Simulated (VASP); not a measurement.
A run of VASP 6.6.1 is set up as follows.

POSCAR

```
AlN
1.0
    0.0000000000      2.2504476450      2.1521271168
    2.2504476450      0.0000000000      2.1521271168
    2.2504476450      2.2504476450      0.0000000000
Al N
1 1
Direct
    0.0000000000      0.0000000000      0.0000000000
    0.7500000000      0.7500000000      0.7500000000
```

File INCAR.step1:

```
SYSTEM = AlN
PREC = Accurate
ENCUT = 520
ISMEAR = 0
SIGMA = 0.05
LREAL = .False.
LASPH = .True.
NELM = 100
NBANDS = 11
GGA = PE
ALGO = Normal
EDIFF = 1E-4
LWAVE = .True.
LCHARG = .False.
```

Contents of INCAR.step2:

```
SYSTEM = AlN
PREC = Accurate
ENCUT = 520
EDIFF = 1E-7
ISMEAR = 0
SIGMA = 0.05
LREAL = .False.
LASPH = .True.
NELM = 100
ALGO = Normal
ISIF = 2
LWAVE = .False.
LCHARG = .False.
METAGGA = R2SCAN
LMIXTAU = .True.
NBANDS = 11
ISTART = 1
```

File KPOINTS:

```
Automatic mesh
0
Gamma
  10 10 10
  0 0 0
```

Potentials or basis: VASP PAW PBE potentials, release 64 (Al, N).

The run is started by

```console
$ cat potpaw_PBE.64/Al/POTCAR potpaw_PBE.64/N/POTCAR > POTCAR
$ cp INCAR.step1 INCAR
$ mpirun -np 1 vasp_std > vasp.out
$ cp INCAR.step2 INCAR
$ mpirun -np 1 vasp_std > vasp.out
```

Task: Estimate the band gap on the k mesh.

Result: 3.67 eV, indirect (least direct gap 4.35 eV).

Task: Estimate the pressure.

Result: -9.0 GPa.

Stress tensor (GPa, compression positive):
```
-11.02   0.00   0.00
  0.00 -11.02   0.00
  0.00   0.00  -5.11
```

Caveat: the cell differs from its parent crystal (strain +0.030 along x and y, -0.015 along z); the PAW data sets were made with another functional, which shifts forces and pressure a little. A k mesh can miss the band edges.
